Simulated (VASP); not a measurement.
# NaCl (Pm-3m) in VASP: a series of runs, part 2 of 2

VASP 6.6.1. Earlier steps stand in the parts before.

### 3 Single point, PBEsol+D4

This run uses another cell than the first one, of 20.14 Å³/atom.

Contents of INCAR:

```
SYSTEM = NaCl
PREC     = Accurate       ! precision mode
ENCUT    = 520            ! plane-wave cutoff, eV
EDIFF    = 1E-6           ! SCF threshold, eV
ISMEAR   = -1             ! smearing method
SIGMA    = 0.05           ! smearing width, eV
LREAL    = .FALSE.        ! projectors in reciprocal space
LASPH    = .TRUE.         ! aspherical terms in the spheres
NELM     = 100            ! most SCF steps
ALGO     = Normal         ! electronic algorithm
ISIF     = 2              ! what is computed and relaxed
LWAVE    = .FALSE.        ! write WAVECAR
LCHARG   = .FALSE.        ! write CHGCAR
GGA      = PS             ! functional
IVDW     = 13             ! dispersion correction
NBANDS   = 14             ! bands
```

Contents of KPOINTS:

```
regular mesh
0
G
  8 8 8
  0 0 0
```

Contents of POSCAR:

```
NaCl
1.0
    3.4276408174      0.0000000000      0.0000000000
    0.0000000000      3.4276408174      0.0000000000
    0.0000000000      0.0000000000      3.4276408174
Cl Na
1 1
Direct
    0.5000000000      0.5000000000      0.5000000000
    0.0000000000      0.0000000000      0.0000000000
```

Potentials or basis: VASP PAW PBE potentials, release 64 (Cl, Na_pv).

Command:

```sh
cat potpaw_PBE.64/Cl/POTCAR potpaw_PBE.64/Na_pv/POTCAR > POTCAR
mpirun -np 1 vasp_std > vasp.out
```

OUTCAR:

```text
SYSTEM = NaCl
   PREC = Accurate
   ENCUT = 520
   EDIFF = 1E-6
   ISMEAR = -1
   LREAL = .FALSE.
   LASPH = .TRUE.
   NELM = 100
   ISIF = 2
   GGA = PS
   IVDW = 13

 ion  position               nearest neighbor table
   1  0.500  0.500  0.500-
   2  0.000  0.000  0.000-

  LATTYP: Found a simple cubic cell.
 ALAT       =     3.4276408174

  Lattice vectors:

 A1 = (   3.4276408174,   0.0000000000,   0.0000000000)
 A2 = (   0.0000000000,   3.4276408174,   0.0000000000)
 A3 = (   0.0000000000,   0.0000000000,   3.4276408174)

Analysis of symmetry for initial positions (statically):
=====================================================================
 Subroutine PRICEL returns:
 Original cell was already a primitive cell.

 Routine SETGRP: Setting up the symmetry group for a
 simple cubic supercell.

 Subroutine GETGRP returns: Found 48 space group operations
 (whereof 48 operations were pure point group operations)
 out of a pool of 48 trial point group operations.

The static configuration has the point symmetry O_h .

Analysis of symmetry for dynamics (positions and initial velocities):
=====================================================================
[... 176 lines left out ...]
     10       9.1674      0.00000
     11      16.9769      0.00000
     12      16.9783      0.00000
     13      16.9809      0.00000
     14      17.0254      0.00000
[... 377 lines left out ...]
      1     -21.0352      2.00000
      2     -21.0267      2.00000
      3     -20.9905      2.00000
      4     -12.0269      2.00000
      5      -1.7690      2.00000
      6      -1.3794      2.00000
      7       0.4117      2.00000
      8       6.8178      0.00000
      9      10.3449      0.00000
     10      10.6479      0.00000
     11      11.9641      0.00000
     12      14.5719      0.00000
     13      14.6432      0.00000
     14      17.7755      0.00000

 [... further k-points ...]

------------------------ aborting loop because EDIFF is reached ----------------------------------------

  DFT-D4 for vdW energy calculation

  Edisp (eV):   -0.12728

  FORCE on cell =-STRESS in cart. coord.  units (eV):
  Direction    XX          YY          ZZ          XY          YZ          ZX
  --------------------------------------------------------------------------------------
  -------------------------------------------------------------------------------------
  Total      -0.00051    -0.00051    -0.00051    -0.00000    -0.00000    -0.00000
  in kB      -0.02023    -0.02023    -0.02023    -0.00000    -0.00000    -0.00000
  external pressure =       -0.02 kB  Pullay stress =        0.00 kB

 VOLUME and BASIS-vectors are now :
 -----------------------------------------------------------------------------
  energy-cutoff  :      520.00
  volume of cell :       40.27
      direct lattice vectors                 reciprocal lattice vectors
     3.427640817  0.000000000  0.000000000     0.291745855  0.000000000  0.000000000
     0.000000000  3.427640817  0.000000000     0.000000000  0.291745855  0.000000000
     0.000000000  0.000000000  3.427640817     0.000000000  0.000000000  0.291745855

 POSITION                                       TOTAL-FORCE (eV/Angst)
 -----------------------------------------------------------------------------------
      1.71382      1.71382      1.71382         0.000000      0.000000      0.000000
      0.00000      0.00000      0.00000         0.000000      0.000000      0.000000
 -----------------------------------------------------------------------------------
    total drift:                               -0.000000      0.000000      0.000000

  FREE ENERGIE OF THE ION-ELECTRON SYSTEM (eV)
  ---------------------------------------------------
  free  energy   TOTEN  =        -6.8565018422 eV

  energy  without entropy=       -6.8565018422  energy(sigma->0) =       -6.85650184
```

OSZICAR:

```text
N       E                     dE             d eps       ncg     rms          rms(c)
DAV:   1     0.959019094624E+02    0.95902E+02   -0.72531E+03  1006   0.103E+03
DAV:   2     0.268401478987E+00   -0.95634E+02   -0.87003E+02  1072   0.273E+02
DAV:   3    -0.682316146101E+01   -0.70916E+01   -0.70454E+01  1244   0.682E+01
DAV:   4    -0.692998547416E+01   -0.10682E+00   -0.10678E+00  1118   0.899E+00
DAV:   5    -0.693220973260E+01   -0.22243E-02   -0.22242E-02  1256   0.131E+00    0.227E+00
DAV:   6    -0.675548840537E+01    0.17672E+00   -0.22676E-01  1266   0.367E+00    0.152E+00
DAV:   7    -0.673040151229E+01    0.25087E-01   -0.71158E-02  1400   0.189E+00    0.994E-01
DAV:   8    -0.672945059161E+01    0.95092E-03   -0.86500E-03  1100   0.888E-01    0.401E-01
DAV:   9    -0.672921533045E+01    0.23526E-03   -0.43074E-04  1214   0.154E-01    0.193E-01
DAV:  10    -0.672922269836E+01   -0.73679E-05   -0.18058E-04  1160   0.862E-02    0.178E-02
DAV:  11    -0.672922101407E+01    0.16843E-05   -0.85445E-06  1196   0.244E-02    0.430E-03
DAV:  12    -0.672922110980E+01   -0.95735E-07   -0.60966E-07  1052   0.531E-03
   1 F= -.68565018E+01 E0= -.68565018E+01  d E =-.812184E-11
```

stdout:

```text
POSCAR found type information on POSCAR ClNa
 POSCAR found :  2 types and       2 ions
 scaLAPACK will be used
 -----------------------------------------------------------------------------
|                                                                             |
|                                                                             |
|     You enforced a specific xc type in the INCAR file but a different       |
|     I HOPE YOU KNOW WHAT YOU ARE DOING!                                     |
|                                                                             |
 -----------------------------------------------------------------------------

 LDA part: xc-table for (Slater+PW92), standard interpolation
 POSCAR, INCAR and KPOINTS ok, starting setup
 FFT: planning ... GRIDC
 FFT: planning ... GRID_SOFT
 FFT: planning ... GRID
 WAVECAR not read
 entering main loop
```

It took 19 s on 1 thread of Intel Xeon Platinum 8259CL at 2.50GHz (Skylake/Cascade Lake), shared host; peak memory 0.15 GiB.

Results:

```
Free energy                : -6.8565 eV
Pressure                   : 0.0 GPa
Band gap on the k mesh     : 4.05 eV (least direct gap 4.61 eV)
Dispersion energy per atom : -0.064 eV
```

Caveat: the PAW data sets were made with another functional, which shifts forces and pressure a little. A k mesh can miss the band edges.

### 4 Single point, PBE

This run uses another cell than the first one, of 21.48 Å³/atom.

Contents of INCAR:

```
SYSTEM = NaCl
PREC = Accurate ; ENCUT = 520
EDIFF = 1E-6 ; ISMEAR = 0
SIGMA = 0.023 ; LREAL = .FALSE.
LASPH = .TRUE. ; NELM = 80
ALGO = Normal ; ISIF = 2
LWAVE = .FALSE. ; LCHARG = .TRUE.
GGA = PE ; LELF = .TRUE.
LVHAR = .TRUE. ; NBANDS = 14
```

Contents of KPOINTS:

```
Automatic mesh
0
G
  8 8 8
  0 0 0
```

Contents of POSCAR:

```
NaCl
1.0
    3.5021900000      0.0000000000      0.0000000000
    0.0000000000      3.5021900000      0.0000000000
    0.0000000000      0.0000000000      3.5021900000
Cl Na
1 1
Direct
    0.5000000000      0.5000000000      0.5000000000
    0.0000000000      0.0000000000      0.0000000000
```

Command:

```sh
cat potpaw_PBE.64/Cl/POTCAR potpaw_PBE.64/Na_pv/POTCAR > POTCAR
mpirun -np 1 vasp_std > vasp.out
```

It took 23 s on 1 thread of Intel Xeon Platinum 8259CL at 2.50GHz (Skylake/Cascade Lake), shared host; peak memory 0.16 GiB.

The run converged. Its results:

```
Free energy            : -6.4687 eV
Pressure               : 0.1 GPa
Band gap on the k mesh : 3.98 eV (least direct gap 4.47 eV)
```

Levels at points of the mesh, in eV from the valence-band top:
| k point | band 3 | band 4 | band 5 | band 6 | band 7 | band 8 | band 9 | band 10 | band 11 | band 12 |
| --- | --- | --- | --- | --- | --- | --- | --- | --- | --- | --- |
| (0.00, 0.00, 0.00) | -22.07 | -13.38 | -0.49 | -0.49 | -0.49 | 3.98 | 8.58 | 8.58 | 15.69 | 15.69 |
| (0.50, 0.00, 0.00) | -22.07 | -13.02 | -2.94 | -0.26 | -0.26 | 6.92 | 8.56 | 10.51 | 11.84 | 11.84 |
| (0.50, 0.50, 0.00) | -22.07 | -12.75 | -2.26 | -2.26 | 0.00 | 5.54 | 9.88 | 11.03 | 11.03 | 12.60 |
| (0.50, 0.50, 0.50) | -22.10 | -12.48 | -1.84 | -1.84 | -1.84 | 7.12 | 7.12 | 7.12 | 11.65 | 15.88 |

A k mesh can miss the band edges.

### 5 Relaxation of cell and atoms, PBE+D3(BJ)

This run uses another cell than the first one, of 21.48 Å³/atom.

Contents of INCAR:

```
SYSTEM = NaCl
PREC = Accurate
ENCUT = 600
EDIFF = 1E-7
ISMEAR = -1
SIGMA = 0.05
LREAL = .False.
LASPH = .True.
NELM = 60
ALGO = Normal
ISIF = 3
LWAVE = .False.
LCHARG = .False.
GGA = PE
IVDW = 12
IBRION = 2
NSW = 80
EDIFFG = -0.02
```

Contents of KPOINTS:

```
Automatic mesh
0
Gamma
  8 8 8
  0 0 0
```

POSCAR is that of step 4.

Potentials or basis: VASP PAW PBE potentials, release 64 (Cl, Na_pv).

Command:

```sh
cat potpaw_PBE.64/Cl/POTCAR potpaw_PBE.64/Na_pv/POTCAR > POTCAR
mpirun -np 1 vasp_std > vasp.out
```

OUTCAR:

```text
SYSTEM = NaCl
   PREC = Accurate
   ENCUT = 600
   EDIFF = 1E-7
   ISMEAR = -1
   LREAL = .False.
   LASPH = .True.
   NELM = 60
   ISIF = 3
   GGA = PE
   IVDW = 12
   IBRION = 2
   NSW = 80
   EDIFFG = -0.02
 IVDW          = 12

 ion  position               nearest neighbor table
   1  0.500  0.500  0.500-
   2  0.000  0.000  0.000-

  LATTYP: Found a simple cubic cell.
 ALAT       =     3.5021900000

  Lattice vectors:

 A1 = (   3.5021900000,   0.0000000000,   0.0000000000)
 A2 = (   0.0000000000,   3.5021900000,   0.0000000000)
 A3 = (   0.0000000000,   0.0000000000,   3.5021900000)

Analysis of symmetry for initial positions (statically):
=====================================================================
 Subroutine PRICEL returns:
 Original cell was already a primitive cell.

 Routine SETGRP: Setting up the symmetry group for a
 simple cubic supercell.

 Subroutine GETGRP returns: Found 48 space group operations
 (whereof 48 operations were pure point group operations)
 out of a pool of 48 trial point group operations.

The static configuration has the point symmetry O_h .

Analysis of symmetry for dynamics (positions and initial velocities):
=====================================================================
 Subroutine PRICEL returns:
 Original cell was already a primitive cell.

 Routine SETGRP: Setting up the symmetry group for a
 simple cubic supercell.
[... 150 lines left out ...]
  ext. energy  EPLUGINS =         0.00000000
  ---------------------------------------------------
  free energy    TOTEN  =        -6.46892576 eV

  energy without entropy =       -6.46892576  energy(sigma->0) =       -6.46892576

------------------------ aborting loop because EDIFF is reached ----------------------------------------

 Edisp (eV)   -0.45033

 E8    (eV) :    -0.1887
[... 71 lines left out ...]
--------------------------------------- Ionic step        3  -------------------------------------------

 number of electron      14.0000010 magnetization

 Free energy of the ion-electron system (eV)
  ---------------------------------------------------
  ext. energy  EPLUGINS =         0.00000000
  ---------------------------------------------------
  free energy    TOTEN  =        -6.45543075 eV

  energy without entropy =       -6.45543075  energy(sigma->0) =       -6.45543075

 E-fermi :   1.8514     XC(G=0):  -8.6822

 val. band max:        0.8352787182   @ k =   0.5000   0.5000   0.0000
 cond. band min:       5.0140581590   @ k =   0.0000   0.0000   0.0000
 fundamental gap:      4.1787794408
 Fermi energy:         1.8513795971

 k-point     1 :       0.0000    0.0000    0.0000
  band No.  band energies     occupation
      1     -21.1869      2.00000
      2     -21.1869      2.00000
      3     -21.1869      2.00000
      4     -12.7474      2.00000
      5       0.2964      2.00000
      6       0.2964      2.00000
      7       0.2964      2.00000
      8       5.0141      0.00000
      9       9.3483      0.00000
     10       9.3483      0.00000
     11      17.0731      0.00000
[... 309 lines left out ...]
 k-point    24 :       0.5000    0.3750    0.1250
  band No.  band energies     occupation
      1     -21.2268      2.00000
      2     -21.2188      2.00000
      3     -21.1850      2.00000
      4     -12.0309      2.00000
      5      -1.6895      2.00000
      6      -1.3110      2.00000
      7       0.4255      2.00000
      8       6.9418      0.00000
      9      10.4738      0.00000
     10      10.7703      0.00000
     11      12.0792      0.00000

 [... further k-points ...]

------------------------ aborting loop because EDIFF is reached ----------------------------------------

 Edisp (eV)   -0.47659

 E8    (eV) :    -0.1993
[... 25 lines left out ...]
  FREE ENERGIE OF THE ION-ELECTRON SYSTEM (eV)
  ---------------------------------------------------
  free  energy   TOTEN  =        -6.9320216298 eV

  energy  without entropy=       -6.9320216297  energy(sigma->0) =       -6.93202163

 reached required accuracy - stopping structural energy minimisation
```

It took 38 s on 1 thread of Intel Xeon Platinum 8259CL at 2.50GHz (Skylake/Cascade Lake), shared host; peak memory 0.17 GiB.

What came out:

- Free energy: -6.9320 eV
- Relaxed volume: 20.28 Å³/atom
- Relaxed cell: a = 3.436 Å, b = 3.436 Å, c = 3.436 Å, α = 90.00°, β = 90.00°, γ = 90.00°
- Space group after relaxing (to 0.1 Å): Pm-3m (No. 221)
- Energy gained by relaxing: 6.4 meV/atom
- Ionic steps: 3
- Pressure after relaxing: -0.1 GPa
- Band gap on the k mesh: 4.18 eV (least direct gap 4.72 eV)
- Dispersion energy per atom: -0.238 eV

The path:
| step | energy change (eV) | largest force (eV/Å) | pressure (GPa) | volume (Å³) |
| --- | --- | --- | --- | --- |
| 1 | 0.0000 | 0.0000 | -1.57 | 42.96 |
| 2 | -0.0097 | 0.0000 | -0.81 | 41.66 |
| 3 | -0.0128 | 0.0000 | -0.06 | 40.57 |

Final structure:
```cif
data_structure
_symmetry_space_group_name_H-M 'P 1'
_symmetry_Int_Tables_number 1
_cell_length_a 3.4361
_cell_length_b 3.4361
_cell_length_c 3.4361
_cell_angle_alpha 90.000
_cell_angle_beta 90.000
_cell_angle_gamma 90.000
_cell_volume 40.57
loop_
_atom_site_label
_atom_site_type_symbol
_atom_site_fract_x
_atom_site_fract_y
_atom_site_fract_z
_atom_site_occupancy
Cl1 Cl 0.50000 0.50000 0.50000 1
Na1 Na 0.00000 0.00000 0.00000 1
```

A k mesh can miss the band edges.

### 6 Relaxation of cell and atoms, PBEsol+D4

This run uses another cell than the first one, of 21.48 Å³/atom.

Contents of INCAR:

```
ALGO = Normal ; EDIFF = 1E-6
EDIFFG = -0.02 ; ENCUT = 600
GGA = PS ; IBRION = 2
ISIF = 3 ; ISMEAR = -1
IVDW = 13 ; LASPH = T
LCHARG = F ; LREAL = F
LWAVE = F ; NELM = 60
NSW = 80 ; PREC = Accurate
SIGMA = 0.05
```

Contents of KPOINTS:

```
k-points
0
Gamma
  8 8 8
```

POSCAR is that of step 5.

Potentials or basis: VASP PAW PBE potentials, release 64 (Cl, Na_pv).

Command:

```sh
cat potpaw_PBE.64/Cl/POTCAR potpaw_PBE.64/Na_pv/POTCAR > POTCAR
mpirun -np 1 vasp_std > vasp.out
```

Wall time 45 s (1 thread of Intel Xeon Platinum 8259CL at 2.50GHz (Skylake/Cascade Lake), shared host); peak memory 0.16 GiB.

It converged, with:

| Quantity | Value |
| --- | --- |
| Free energy | -6.8569 eV |
| Relaxed volume | 20.25 Å³/atom |
| Relaxed cell | a = 3.434 Å, b = 3.434 Å, c = 3.434 Å, α = 90.00°, β = 90.00°, γ = 90.00° |
| Space group after relaxing (to 0.1 Å) | Pm-3m (No. 221) |
| Energy gained by relaxing | 7.3 meV/atom |
| Ionic steps | 3 |
| Pressure after relaxing | -0.1 GPa |
| Band gap on the k mesh | 4.03 eV (least direct gap 4.58 eV) |
| Dispersion energy per atom | -0.063 eV |

Step by step:
| step | energy change (eV) | largest force (eV/Å) | pressure (GPa) | volume (Å³) |
| --- | --- | --- | --- | --- |
| 1 | 0.0000 | 0.0000 | -1.65 | 42.96 |
| 2 | -0.0109 | 0.0000 | -0.88 | 41.60 |
| 3 | -0.0146 | 0.0000 | -0.13 | 40.49 |

Final structure:
```yaml
crystal:
  lattice:
    - [3.43392, 0.00000, 0.00000]
    - [0.00000, 3.43392, 0.00000]
    - [0.00000, 0.00000, 3.43392]
  atoms:
    - { symbol: Cl, position: [0.50000, 0.50000, 0.50000] }
    - { symbol: Na, position: [0.00000, 0.00000, 0.00000] }
```

Levels at points of the mesh, in eV from the valence-band top:
```
           k point  band 4  band 5  band 6  band 7  band 8  band 9  band 10  band 11
(0.00, 0.00, 0.00)  -13.59   -0.55   -0.55   -0.55    4.03    8.34     8.34    16.14
(0.50, 0.00, 0.00)  -13.16   -3.28   -0.29   -0.29    6.93    8.89    10.35    11.91
(0.50, 0.50, 0.00)  -12.85   -2.52   -2.52    0.00    5.40    9.85    11.26    11.26
(0.50, 0.50, 0.50)  -12.53   -2.07   -2.07   -2.07    6.96    6.96     6.96    12.12
```

Caveat: the PAW data sets were made with another functional, which shifts forces and pressure a little. A k mesh can miss the band edges.

### 7 Summary

```csv
task,level,cell,cutoff (eV),smearing,gap on the mesh (eV),pressure (GPa),relaxed volume (Å³/atom)
single point,PBE+D3(BJ),"a = 3.435 Å, 2 atoms",520,fermi-dirac 0.05 eV,4.18,-0.1,-
single point,PBEsol+D4,"a = 3.428 Å, 2 atoms",520,fermi-dirac 0.05 eV,4.05,0.0,-
single point,PBE,"a = 3.502 Å, 2 atoms",520,gaussian 0.023 eV,3.98,0.1,-
relaxation of cell and atoms,PBE+D3(BJ),"relaxed from a = 3.502 Å, 2 atoms",600,fermi-dirac 0.05 eV,4.18,-0.1,20.28
relaxation of cell and atoms,PBEsol+D4,"relaxed from a = 3.502 Å, 2 atoms",600,fermi-dirac 0.05 eV,4.03,-0.1,20.25
```

Alike in all rows: potentials or basis VASP PAW PBE potentials, release 64 (Cl, Na_pv); no spin polarisation; k mesh 8 × 8 × 8.

Caveats: the PAW data sets were made with another functional, which shifts forces and pressure a little (at least some runs).

Absolute energies hang on the potentials; compare differences alone.
